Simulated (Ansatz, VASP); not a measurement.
# Two plane-wave programs on AlN

```
Al N
1.0
     0.00000    2.20162    2.20162
     2.20162    0.00000    2.20162
     2.20162    2.20162    0.00000
Al N
1 1
Direct
  0.00000 0.00000 0.00000
  0.75000 0.75000 0.75000
```

Alike in both runs: task single point; functional r2SCAN; k mesh 10 × 10 × 10; occupations gaussian, width 0.02 eV; no spin polarisation.

|  | VASP | Ansatz |
| --- | --- | --- |
| version | VASP 6.6.1 | Ansatz 0.2.0 |
| potentials or method | VASP PAW PBE potentials, release 64 (Al, N), cutoff 660 eV | scalar-relativistic, plane waves, PAW |
| valence electrons in the cell | 8 | 8 |

|  | VASP | Ansatz | Ansatz less VASP |
| --- | --- | --- | --- |
| gap on the k mesh at the Fermi level (eV) | 3.92 | 3.92 | +0.007 |
| least direct gap on the mesh (eV) | 4.67 | 4.63 | -0.038 |

VASP's potentials were made for PBE, not for r2SCAN. With one functional, cell and mesh, what is left measures potentials, basis and numerics.
